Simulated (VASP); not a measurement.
# AlGaN2 (P-4m2) in VASP: notebook, part 2 of 2

VASP 6.6.1. The steps go on from the part before.

**4. Single point, r2SCAN (strain +0.000 along x and y, -0.015 along z)**

File POSCAR:

```
AlGaN2
1.0
    3.1408770487      0.0000000000      0.0000000000
    0.0000000000      3.1408770487      0.0000000000
    0.0000000000      0.0000000000      4.3574803709
Al Ga N
1 1 2
Direct
    0.5000000000      0.5000000000      0.5000000000
    0.0000000000      0.0000000000      0.0000000000
    0.5000000000      0.0000000000      0.7382648100
    0.0000000000      0.5000000000      0.2617351900
```

File INCAR.step1:

```
SYSTEM = AlGaN2
PREC = Accurate
ENCUT = 520
ISMEAR = 0
SIGMA = 0.05
LREAL = .FALSE.
LASPH = .TRUE.
NELM = 60
NBANDS = 21
GGA = PE
ALGO = Normal
EDIFF = 1E-4
LWAVE = .TRUE.
LCHARG = .FALSE.
```

File INCAR.step2:

```
SYSTEM = AlGaN2
PREC = Accurate
ENCUT = 520
EDIFF = 1E-6
ISMEAR = 0
SIGMA = 0.05
LREAL = .FALSE.
LASPH = .TRUE.
NELM = 60
ALGO = Normal
ISIF = 2
LWAVE = .FALSE.
LCHARG = .FALSE.
METAGGA = R2SCAN
LMIXTAU = .TRUE.
NBANDS = 21
ISTART = 1
```

File KPOINTS:

```
regular mesh
0
G
  8 8 6
  0 0 0
```

Potentials or basis: VASP PAW PBE potentials, release 64 (Al, Ga_d, N).

On the command line:

```bash
cat potpaw_PBE.64/Al/POTCAR potpaw_PBE.64/Ga_d/POTCAR potpaw_PBE.64/N/POTCAR > POTCAR
cp INCAR.step1 INCAR
mpirun -np 1 vasp_std > vasp.out
cp INCAR.step2 INCAR
mpirun -np 1 vasp_std > vasp.out
```

OUTCAR:

```text
SYSTEM = AlGaN2
   PREC = Accurate
   ENCUT = 520
   EDIFF = 1E-6
   ISMEAR = 0
   LREAL = .FALSE.
   LASPH = .TRUE.
   NELM = 60
   ISIF = 2
   METAGGA = R2SCAN
   ISTART = 1

 ion  position               nearest neighbor table
   1  0.500  0.500  0.500-   3 1.88   4 1.88   3 1.88   4 1.88   2 3.11   2 3.11   2 3.11   2 3.11
                             2 3.11   2 3.11   2 3.11   2 3.11
   2  0.000  0.000  0.000-   3 1.94   4 1.94   4 1.94   3 1.94   1 3.11   1 3.11   1 3.11   1 3.11
                             1 3.11   1 3.11   1 3.11   1 3.11
   3  0.500  0.000  0.738-   1 1.88   1 1.88   2 1.94   2 1.94
   4  0.000  0.500  0.262-   1 1.88   1 1.88   2 1.94   2 1.94

  LATTYP: Found a simple tetragonal cell.
 ALAT       =     3.1408770487
 C/A-ratio  =     1.3873450961

  Lattice vectors:

 A1 = (   3.1408770487,   0.0000000000,   0.0000000000)
 A2 = (   0.0000000000,   3.1408770487,   0.0000000000)
 A3 = (   0.0000000000,   0.0000000000,   4.3574803709)

Analysis of symmetry for initial positions (statically):
=====================================================================
 Subroutine PRICEL returns:
 Original cell was already a primitive cell.

 Routine SETGRP: Setting up the symmetry group for a
 simple tetragonal supercell.

 Subroutine GETGRP returns: Found  8 space group operations
 (whereof  8 operations were pure point group operations)
 out of a pool of 16 trial point group operations.

The static configuration has the point symmetry D_2d.

Analysis of symmetry for dynamics (positions and initial velocities):
=====================================================================
 Subroutine PRICEL returns:
 Original cell was already a primitive cell.

 Routine SETGRP: Setting up the symmetry group for a
 simple tetragonal supercell.

 Subroutine GETGRP returns: Found  8 space group operations
 (whereof  8 operations were pure point group operations)
[... 118 lines left out ...]
   NUPDOWN=      -1.0000    fix difference up-down
   EMIN   =  10.00;   EMAX   =-10.00  energy-range for DOS
   EFERMI =   0.00;   METHOD = LEGACY
   ISMEAR =     0;   SIGMA  =   0.05  broadening in eV -4-tet -1-fermi 0-gaus
   EFERMI_NEDOS =   21; number of points for ismear=-14 and -15
   IALGO  =     38    algorithm
   IMIX   =      4    mixing-type and parameters
     AMIX     =   0.40;   BMIX     =  1.00
     AMIX_MAG =   1.60;   BMIX_MAG =  1.00
  volume/ion in A,a.u.               =      10.75        72.52
  Fermi-wavevector in a.u.,A,eV,Ry     =   1.384480  2.616289 26.079460  1.916786
  Thomas-Fermi vector in A             =   2.508981
   LORBIT       =      0    0 simple, 1 ext, 2 COOP (PROOUT), +10 PAW based schemes
   METAGGA = R2SCAN    functional components
   LHFCALC =     F    Hartree Fock is set to
   AEXX    =    0.0000 exact exchange contribution
   IVDW    =     0    specifies the selected vdW correction
   LEPSILON=     F    determine dielectric tensor
   LRPA    =     F    only Hartree local field effects (RPA)
 non-spin polarized calculation
 Gauss-broadening in eV      SIGMA  =   0.05
  energy-cutoff  :      520.00
  volume of cell :       42.99
 maximum number of plane-waves:      1176
 NGX is ok and might be reduce to    24
   NGX = 11   NGY = 11   NGZ = 17

 number of electron      25.9999989 magnetization

 Free energy of the ion-electron system (eV)
  ---------------------------------------------------
  ext. energy  EPLUGINS =         0.00000000
  ---------------------------------------------------
  free energy    TOTEN  =       -41.06518184 eV

  energy without entropy =      -41.06518184  energy(sigma->0) =      -41.06518184

 E-fermi :   5.7803     XC(G=0): -12.1474

 val. band max:        5.5147043765   @ k =   0.0000   0.0000   0.0000
 cond. band min:       9.0103006563   @ k =   0.0000   0.0000   0.0000
 fundamental gap:      3.4955962798
 Fermi energy:         5.7802958594

 k-point     1 :       0.0000    0.0000    0.0000
  band No.  band energies     occupation
      1     -10.8604      2.00000
      2      -9.1960      2.00000
      3      -7.7917      2.00000
      4      -7.7917      2.00000
      5      -7.7184      2.00000
      6      -7.5509      2.00000
[... 565 lines left out ...]
     20      18.6604      0.00000
     21      18.6987      0.00000

 [... further k-points ...]
[... 5 lines left out ...]
  --------------------------------------------------------------------------------------
  -------------------------------------------------------------------------------------
  Total        0.6441339      0.6441339      1.2062716      0.0000000      0.0000000      0.0000000
  in kB       24.0076379     24.0076379     44.9591799      0.0000000      0.0000000      0.0000000
  external PRESSURE =      30.9914852 kB  Pullay stress =       0.0000000 kB

 VOLUME and BASIS-vectors are now :
 -----------------------------------------------------------------------------
  energy-cutoff  :      520.00
  volume of cell :       42.99
      direct lattice vectors                 reciprocal lattice vectors
     3.140877049  0.000000000  0.000000000     0.318382409  0.000000000  0.000000000
     0.000000000  3.140877049  0.000000000     0.000000000  0.318382409  0.000000000
     0.000000000  0.000000000  4.357480371     0.000000000  0.000000000  0.229490420

 POSITION                                       TOTAL-FORCE (eV/Angst)
 -----------------------------------------------------------------------------------
      1.57044      1.57044      2.17874         0.000000      0.000000      0.000000
      0.00000      0.00000      0.00000         0.000000     -0.000000      0.000000
      1.57044      0.00000      3.21697         0.000000     -0.000000     -0.026911
      0.00000      1.57044      1.14051         0.000000     -0.000000      0.026911
 -----------------------------------------------------------------------------------
    total drift:                                0.000000      0.000000      0.000000

  FREE ENERGIE OF THE ION-ELECTRON SYSTEM (eV)
  ---------------------------------------------------
  free  energy   TOTEN  =       -41.0651818418 eV

  energy  without entropy=      -41.0651818418  energy(sigma->0) =      -41.06518184
```

OSZICAR.step1:

```text
N       E                     dE             d eps       ncg     rms          rms(c)
DAV:   1     0.182066115339E+03    0.18207E+03   -0.12883E+04  2764   0.186E+03
DAV:   2    -0.962975146081E+01   -0.19170E+03   -0.17913E+03  2785   0.427E+02
DAV:   3    -0.309282567528E+02   -0.21299E+02   -0.21048E+02  2982   0.111E+02
DAV:   4    -0.315080754537E+02   -0.57982E+00   -0.57904E+00  3064   0.198E+01
DAV:   5    -0.315188807805E+02   -0.10805E-01   -0.10805E-01  2934   0.255E+00    0.117E+01
DAV:   6    -0.268989143573E+02    0.46200E+01   -0.14051E+01  3965   0.513E+01    0.381E+00
DAV:   7    -0.269620106156E+02   -0.63096E-01   -0.11791E+00  2620   0.885E+00    0.280E+00
DAV:   8    -0.269624812690E+02   -0.47065E-03   -0.17897E-01  3511   0.500E+00    0.113E+00
DAV:   9    -0.269445201999E+02    0.17961E-01   -0.48842E-02  3610   0.345E+00    0.385E-01
DAV:  10    -0.269444705391E+02    0.49661E-04   -0.65020E-03  2891   0.581E-01    0.855E-02
DAV:  11    -0.269446448725E+02   -0.17433E-03   -0.35346E-04  3024   0.206E-01    0.289E-02
DAV:  12    -0.269446563212E+02   -0.11449E-04   -0.36227E-05  1485   0.952E-02
   1 F= -.26944656E+02 E0= -.26944656E+02  d E =-.167470E-18
```

Wall time 2 min (1 thread of Intel Xeon Platinum 8259CL at 2.50GHz (Skylake/Cascade Lake), shared host); peak memory 0.19 GiB.

What came out:

- Free energy: -41.0652 eV
- Pressure: 3.1 GPa
- Largest force: 0.027 eV/Å
- Band gap on the k mesh: 3.50 eV, direct

Forces on the atoms (eV/Å):
```
Al   0.000  0.000  0.000
Ga   0.000  0.000  0.000
N    0.000  0.000 -0.027
N    0.000  0.000  0.027
```

Stress tensor (GPa, compression positive):
```
2.40 0.00 0.00
0.00 2.40 0.00
0.00 0.00 4.50
```

Caveat: the cell differs from its parent crystal (strain +0.000 along x and y, -0.015 along z); the PAW data sets were made with another functional, which shifts forces and pressure a little.

**5. Single point, r2SCAN (strain +0.015 along x and y, -0.030 along z)**

File POSCAR:

```
AlGaN2
1.0
    3.1879902044      0.0000000000      0.0000000000
    0.0000000000      3.1879902044      0.0000000000
    0.0000000000      0.0000000000      4.2911228018
Al Ga N
1 1 2
Direct
    0.5000000000      0.5000000000      0.5000000000
    0.0000000000      0.0000000000      0.0000000000
    0.5000000000      0.0000000000      0.7382648100
    0.0000000000      0.5000000000      0.2617351900
```

File INCAR.step1:

```
ALGO     = Normal         # electronic algorithm
EDIFF    = 1E-4           # SCF threshold, eV
ENCUT    = 520            # plane-wave cutoff, eV
GGA      = PE             # functional
ISMEAR   = 0              # smearing method
LASPH    = T              # aspherical terms in the spheres
LCHARG   = F              # write CHGCAR
LREAL    = F              # projectors in reciprocal space
LWAVE    = T              # write WAVECAR
NBANDS   = 21             # bands
NELM     = 100            # most SCF steps
PREC     = Accurate       # precision mode
SIGMA    = 0.05           # smearing width, eV
```

File INCAR.step2:

```
ALGO     = Normal         # electronic algorithm
EDIFF    = 1E-6           # SCF threshold, eV
ENCUT    = 520            # plane-wave cutoff, eV
ISIF     = 2              # what is computed and relaxed
ISMEAR   = 0              # smearing method
ISTART   = 1            
LASPH    = T              # aspherical terms in the spheres
LCHARG   = F              # write CHGCAR
LMIXTAU  = T            
LREAL    = F              # projectors in reciprocal space
LWAVE    = F              # write WAVECAR
METAGGA  = R2SCAN         # meta-GGA
NBANDS   = 21             # bands
NELM     = 100            # most SCF steps
PREC     = Accurate       # precision mode
SIGMA    = 0.05           # smearing width, eV
```

File KPOINTS:

```
k-points
0
Gamma
  8 8 6
```

On the command line:

```bash
cat potpaw_PBE.64/Al/POTCAR potpaw_PBE.64/Ga_d/POTCAR potpaw_PBE.64/N/POTCAR > POTCAR
cp INCAR.step1 INCAR
mpirun -np 1 vasp_std > vasp.out
cp INCAR.step2 INCAR
mpirun -np 1 vasp_std > vasp.out
```

It took 2.1 min on 1 thread of Intel Xeon Platinum 8259CL at 2.50GHz (Skylake/Cascade Lake), shared host; peak memory 0.19 GiB.

Results (log left out):

```yaml
Free_energy: -41.0503 eV
Pressure: -0.2 GPa
Largest_force: 0.076 eV/Å
Band_gap_on_the_k_mesh: 3.41 eV, direct
```

Forces in eV/Å, atoms in the order of the input:
```
Al   0.000  0.000  0.000
Ga   0.000  0.000  0.000
N    0.000  0.000 -0.076
N    0.000  0.000  0.076
```

Stress tensor (GPa, compression positive):
```
-2.04  0.00  0.00
 0.00 -2.04  0.00
 0.00  0.00  3.56
```

Levels at points of the mesh, in eV from the valence-band top:
| k point | band 10 | band 11 | band 12 | band 13 | band 14 | band 15 | band 16 | band 17 |
| --- | --- | --- | --- | --- | --- | --- | --- | --- |
| (0.00, 0.00, 0.00) | -2.57 | -0.05 | 0.00 | 0.00 | 3.41 | 4.01 | 7.91 | 12.17 |
| (0.50, 0.00, 0.00) | -2.74 | -2.63 | -1.18 | -0.82 | 7.72 | 7.78 | 8.47 | 8.95 |
| (0.50, 0.50, 0.00) | -2.17 | -2.13 | -2.13 | -2.09 | 3.99 | 3.99 | 7.34 | 9.78 |
| (0.00, 0.00, 0.50) | -1.72 | -1.72 | -1.09 | -1.09 | 5.95 | 6.19 | 8.60 | 9.80 |
| (0.50, 0.00, 0.50) | -1.15 | -0.72 | -0.66 | -0.34 | 5.83 | 7.28 | 10.06 | 10.33 |
| (0.50, 0.50, 0.50) | -3.98 | -3.30 | -3.20 | -3.20 | 7.14 | 7.14 | 9.72 | 11.58 |

Caveat: the cell differs from its parent crystal (strain +0.015 along x and y, -0.030 along z); the PAW data sets were made with another functional, which shifts forces and pressure a little.

**6. Single point, r2SCAN (strain +0.000 along x and y, +0.015 along z)**

File POSCAR:

```
AlGaN2
1.0
    3.1408770487      0.0000000000      0.0000000000
    0.0000000000      3.1408770487      0.0000000000
    0.0000000000      0.0000000000      4.4901955091
Al Ga N
1 1 2
Direct
    0.5000000000      0.5000000000      0.5000000000
    0.0000000000      0.0000000000      0.0000000000
    0.5000000000      0.0000000000      0.7382648100
    0.0000000000      0.5000000000      0.2617351900
```

File INCAR.step1:

```
  PREC = Accurate
  ENCUT = 520
  ISMEAR = 0
  SIGMA = 0.05
  LREAL = False
  LASPH = True
  NELM = 60
  NBANDS = 21
  GGA = PE
  ALGO = Normal
  EDIFF = 1E-4
  LWAVE = True
  LCHARG = False
```

File INCAR.step2:

```
  PREC = Accurate
  ENCUT = 520
  EDIFF = 1E-6
  ISMEAR = 0
  SIGMA = 0.05
  LREAL = False
  LASPH = True
  NELM = 60
  ALGO = Normal
  ISIF = 2
  LWAVE = False
  LCHARG = True
  METAGGA = R2SCAN
  LMIXTAU = True
  LELF = True
  LVHAR = True
  NBANDS = 21
  ISTART = 1
```

File KPOINTS:

```
regular mesh
0
Gamma
  8 8 6
```

Potentials or basis: VASP PAW PBE potentials, release 64 (Al, Ga_d, N).

On the command line:

```bash
cat potpaw_PBE.64/Al/POTCAR potpaw_PBE.64/Ga_d/POTCAR potpaw_PBE.64/N/POTCAR > POTCAR
cp INCAR.step1 INCAR
mpirun -np 1 vasp_std > vasp.out
cp INCAR.step2 INCAR
mpirun -np 1 vasp_std > vasp.out
```

OUTCAR:

```text
PREC = Accurate
   ENCUT = 520
   EDIFF = 1E-6
   ISMEAR = 0
   LREAL = False
   LASPH = True
   NELM = 60
   ISIF = 2
   METAGGA = R2SCAN
   ISTART = 1

 ion  position               nearest neighbor table
   1  0.500  0.500  0.500-   3 1.90   4 1.90   3 1.90   4 1.90
   2  0.000  0.000  0.000-   3 1.96   4 1.96   4 1.96   3 1.96
   3  0.500  0.000  0.738-   1 1.90   1 1.90   2 1.96   2 1.96
   4  0.000  0.500  0.262-   1 1.90   1 1.90   2 1.96   2 1.96

  LATTYP: Found a simple tetragonal cell.
 ALAT       =     3.1408770487
 C/A-ratio  =     1.4295992614

  Lattice vectors:

 A1 = (   3.1408770487,   0.0000000000,   0.0000000000)
 A2 = (   0.0000000000,   3.1408770487,   0.0000000000)
 A3 = (   0.0000000000,   0.0000000000,   4.4901955091)

Analysis of symmetry for initial positions (statically):
=====================================================================
 Subroutine PRICEL returns:
 Original cell was already a primitive cell.

 Routine SETGRP: Setting up the symmetry group for a
 simple tetragonal supercell.
[... 165 lines left out ...]
  ---------------------------------------------------
  ext. energy  EPLUGINS =         0.00000000
  ---------------------------------------------------
  free energy    TOTEN  =       -41.06684389 eV

  energy without entropy =      -41.06684389  energy(sigma->0) =      -41.06684389

 E-fermi :   5.4828     XC(G=0): -11.9896

 val. band max:        5.2502654970   @ k =   0.0000   0.0000   0.0000
 cond. band min:       8.4751391852   @ k =   0.0000   0.0000   0.0000
 fundamental gap:      3.2248736882
 Fermi energy:         5.4828043498

 k-point     1 :       0.0000    0.0000    0.0000
  band No.  band energies     occupation
      1     -10.9457      2.00000
      2      -9.4210      2.00000
      3      -8.1041      2.00000
      4      -8.1041      2.00000
      5      -8.0356      2.00000
      6      -7.8964      2.00000
[... 565 lines left out ...]
     20      18.1615      0.00000
     21      18.2678      0.00000

 [... further k-points ...]
[... 5 lines left out ...]
  --------------------------------------------------------------------------------------
  -------------------------------------------------------------------------------------
  Total       -0.6425306     -0.6425306     -1.2159940      0.0000000      0.0000000      0.0000000
  in kB      -23.2400612    -23.2400612    -43.9819902      0.0000000      0.0000000      0.0000000
  external PRESSURE =     -30.1540375 kB  Pullay stress =       0.0000000 kB

 VOLUME and BASIS-vectors are now :
 -----------------------------------------------------------------------------
  energy-cutoff  :      520.00
  volume of cell :       44.30
      direct lattice vectors                 reciprocal lattice vectors
     3.140877049  0.000000000  0.000000000     0.318382409  0.000000000  0.000000000
     0.000000000  3.140877049  0.000000000     0.000000000  0.318382409  0.000000000
     0.000000000  0.000000000  4.490195509     0.000000000  0.000000000  0.222707452

 POSITION                                       TOTAL-FORCE (eV/Angst)
 -----------------------------------------------------------------------------------
      1.57044      1.57044      2.24510         0.000000     -0.000000      0.000000
      0.00000      0.00000      0.00000         0.000000      0.000000      0.000000
      1.57044      0.00000      3.31495         0.000000      0.000000      0.028859
      0.00000      1.57044      1.17524         0.000000      0.000000     -0.028859
 -----------------------------------------------------------------------------------
    total drift:                                0.000000      0.000000     -0.000000

  FREE ENERGIE OF THE ION-ELECTRON SYSTEM (eV)
  ---------------------------------------------------
  free  energy   TOTEN  =       -41.0668438903 eV

  energy  without entropy=      -41.0668438903  energy(sigma->0) =      -41.06684389
```

OUTCAR.step1:

```text
PREC = Accurate
   ENCUT = 520
   ISMEAR = 0
   LREAL = False
   LASPH = True
[... 805 lines left out ...]
      1.57044      1.57044      2.24510        -0.000000      0.000000      0.000000
      0.00000      0.00000      0.00000         0.000000     -0.000000      0.000000
      1.57044      0.00000      3.31495        -0.000000     -0.000000     -0.001158
      0.00000      1.57044      1.17524        -0.000000     -0.000000      0.001158
 -----------------------------------------------------------------------------------
    total drift:                                0.000000      0.000000     -0.000000

  FREE ENERGIE OF THE ION-ELECTRON SYSTEM (eV)
  ---------------------------------------------------
  free  energy   TOTEN  =       -26.9858702100 eV

  energy  without entropy=      -26.9858702100  energy(sigma->0) =      -26.98587021
```

OSZICAR.step1:

```text
N       E                     dE             d eps       ncg     rms          rms(c)
DAV:   1     0.179467065959E+03    0.17947E+03   -0.12913E+04  2752   0.183E+03
DAV:   2    -0.100671083789E+02   -0.18953E+03   -0.17639E+03  2816   0.423E+02
DAV:   3    -0.308587196234E+02   -0.20792E+02   -0.20550E+02  2969   0.109E+02
DAV:   4    -0.314389619874E+02   -0.58024E+00   -0.57940E+00  3044   0.197E+01
DAV:   5    -0.314508409215E+02   -0.11879E-01   -0.11878E-01  2953   0.261E+00    0.116E+01
DAV:   6    -0.269406076152E+02    0.45102E+01   -0.14156E+01  3921   0.496E+01    0.379E+00
DAV:   7    -0.270029814068E+02   -0.62374E-01   -0.11167E+00  2590   0.882E+00    0.277E+00
DAV:   8    -0.270039511885E+02   -0.96978E-03   -0.18431E-01  3417   0.492E+00    0.118E+00
DAV:   9    -0.269857407475E+02    0.18210E-01   -0.48141E-02  3607   0.337E+00    0.427E-01
DAV:  10    -0.269856716932E+02    0.69054E-04   -0.68759E-03  2916   0.585E-01    0.925E-02
DAV:  11    -0.269858577441E+02   -0.18605E-03   -0.40264E-04  3089   0.239E-01    0.284E-02
DAV:  12    -0.269858702100E+02   -0.12466E-04   -0.40670E-05  1485   0.909E-02
   1 F= -.26985870E+02 E0= -.26985870E+02  d E =-.815887E-15
```

Run time: 2 min. Hardware: 1 thread of Intel Xeon Platinum 8259CL at 2.50GHz (Skylake/Cascade Lake), shared host; peak memory 0.2 GiB.

Results:

```yaml
Free_energy: -41.0668 eV
Pressure: -3.0 GPa
Largest_force: 0.029 eV/Å
Band_gap_on_the_k_mesh: 3.22 eV, direct
```

Forces on the atoms (eV/Å):
```
Al   0.000  0.000  0.000
Ga   0.000  0.000  0.000
N    0.000  0.000  0.029
N    0.000  0.000 -0.029
```

Caveat: the cell differs from its parent crystal (strain +0.000 along x and y, +0.015 along z); the PAW data sets were made with another functional, which shifts forces and pressure a little.

**7. Overview**

| cell | gap on the mesh (eV) | pressure (GPa) | largest force (eV/Å) |
| --- | --- | --- | --- |
| a = 3.047, b = 3.047, c = 4.490 Å, 4 atoms | 3.64 | 10.2 | 0.08 |
| a = 3.141, b = 3.141, c = 4.291 Å, 4 atoms | 3.63 | 6.4 | 0.06 |
| a = 3.141, b = 3.141, c = 4.357 Å, 4 atoms | 3.50 | 3.1 | 0.03 |
| a = 3.188, b = 3.188, c = 4.291 Å, 4 atoms | 3.41 | -0.2 | 0.08 |
| a = 3.141, b = 3.141, c = 4.490 Å, 4 atoms | 3.22 | -3.0 | 0.03 |

Alike in all rows: task single point; level r2SCAN; potentials or basis VASP PAW PBE potentials, release 64 (Al, Ga_d, N); no spin polarisation; k mesh 8 × 8 × 6; cutoff (eV) 520; smearing gaussian 0.05 eV.

Caveats: the PAW data sets were made with another functional, which shifts forces and pressure a little.

Absolute energies hang on the potentials; compare differences alone.
